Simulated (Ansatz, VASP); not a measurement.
# Two plane-wave programs on Zr

```
Zr
1.0
     3.23923    0.00000    0.00000
    -1.61962    2.80526    0.00000
     0.00000    0.00000    5.17222
Zr
2
Direct
  0.33333 0.66667 0.25000
  0.66667 0.33333 0.75000
```

Alike in both runs: task electric field gradients; functional PBE; k mesh 12 × 12 × 7; occupations fermi-dirac, width 0.05 eV; no spin polarisation.

|  | VASP | Ansatz |
| --- | --- | --- |
| version | VASP 6.6.1 | Ansatz 0.2.0 |
| potentials or method | VASP PAW PBE potentials, release 64 (Zr_sv) | PAW with Ansatz's default frozen-core files, scalar-relativistic |
| plane-wave cutoff (eV) | 520 | 420 |
| valence electrons in the cell | 24 | 24 |

```csv
,VASP,Ansatz,Ansatz less VASP
pressure (GPa),-0.4,-0.4,-0.01
"traceless stress, the component that is largest in VASP (GPa)",0.19,0.20,+0.005
size of Vzz on the site where it differs most (V/Å²),38.5,39.4,+0.91
```
